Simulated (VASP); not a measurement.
TeBr6, 7 atoms in the cell. It takes space group Pm-3m (No. 221, cubic). The conventional cell has a = 8.289 Å, b = 8.289 Å, c = 8.289 Å, α = 90.00°, β = 90.00°, γ = 90.00°. Br (site symmetry 4mm) has 1 Br at 2.31 Å within 3.0 Å. 

| Property | Result |
| --- | --- |
| Program | VASP 6.6.1 |
| Task | single point |
| Functional | PBE |
| Potentials or basis | VASP PAW PBE potentials, release 64 (Te, Br) |
| Cutoff | 520 eV |
| k mesh | 6 × 6 × 6 |
| Occupations | gaussian, width 0.1 eV |
| Spin | no spin polarisation |
| Dipole correction | no |
| Further INCAR settings | ALGO = Normal; EDIFF = 1e-06; NBANDS = 33 |

Potentials or basis: VASP PAW PBE potentials, release 64 (Te, Br).

Launch:

```bash
$ cat potpaw_PBE.64/Te/POTCAR potpaw_PBE.64/Br/POTCAR > POTCAR
$ mpirun -np 1 vasp_std > vasp.out
```

Hardware: 1 thread of Intel(R) Xeon(R) 6975P-C (Granite Rapids), with other jobs on the host.

Problem. Estimate the wall time of this run.

Solution. Wall time 4.3 min on 1 thread of Intel(R) Xeon(R) 6975P-C (Granite Rapids), with other jobs on the host, peak memory 0.73 GiB. Counts: scf iterations 15, k points 20.
